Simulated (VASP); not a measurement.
## Se: single point with PBEsol

Se:

```
Se
1.0
     3.58599    0.00000    0.00000
    -1.79300    3.10556    0.00000
     0.00000    0.00000    3.79096
Se
2
Direct
  0.33333 0.66667 0.25000
  0.66667 0.33333 0.75000
```

This isn't the form of Se at room conditions, which is trigonal, of chains.

```yaml
Program: VASP 6.6.1
Task: single point
Functional: PBEsol
Potentials_or_basis: VASP PAW PBE potentials, release 64 (Se)
Cutoff: 520 eV
k_mesh: 15 × 15 × 12
Occupations: gaussian, width 0.1 eV
Spin: no spin polarisation
```

```
Pressure               : 0.1 GPa
Band gap on the k mesh : zero (bands 6 and 7 overlap by 2.53 eV)
```

Levels at points of the mesh, in eV from the Fermi level:
```
           k point  band 4  band 5  band 6  band 7  band 8  band 9
(0.00, 0.00, 0.00)   -2.33   -2.33    0.90    0.90    3.66    3.92
(0.00, 0.00, 0.50)   -0.97   -0.61   -0.61   -0.61   -0.61    8.07
```

Run time: 29 s on 1 thread of Intel(R) Xeon(R) 6975P-C (Granite Rapids), with other jobs on the host, peak memory 0.2 GiB.

Caveat: the PAW data sets were made with another functional, which shifts forces and pressure a little.
